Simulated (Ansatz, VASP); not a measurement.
# TaN in VASP and in Ansatz

```xyz
2
Lattice="0.0218 2.1899 2.1899 2.1899 0.0218 2.1899 2.1899 2.1899 0.0218" Properties=species:S:1:pos:R:3 pbc="T T T"
Ta    2.2008    2.2008    2.2008
N     0.0000    0.0000    0.0000
```

Change from the starting cell: equal xy, yz and zx shear strains of +1 %, crystal datasets.

Alike in both runs: task electric field gradients; functional PBE; k mesh 9 × 9 × 9; occupations fermi-dirac, width 0.02 eV; no spin polarisation.

```csv
,VASP,Ansatz
version,VASP 6.6.1,Ansatz 0.2.0
potentials or method,"VASP PAW PBE potentials, release 64 (Ta_pv, N), cutoff 520 eV","all-electron PAW with datasets made for the crystal, scalar-relativistic"
```

VASP gave:

| Quantity | Value |
| --- | --- |
| pressure (GPa) | 15.5 |
| traceless stress, the component that is largest in VASP (GPa) | -0.78 |
| size of Vzz on the site where it differs most (V/Å²) | 1.0 |

**Question.** Which values does Ansatz return?

**Answer.** Pressure (GPa): 14.6; traceless stress, the component that is largest in VASP (GPa): -0.83; size of Vzz on the site where it differs most (V/Å²): 2.6.

Ansatz ran all-electron here, and VASP with PAW potentials.

Neither program's run includes spin-orbit coupling.
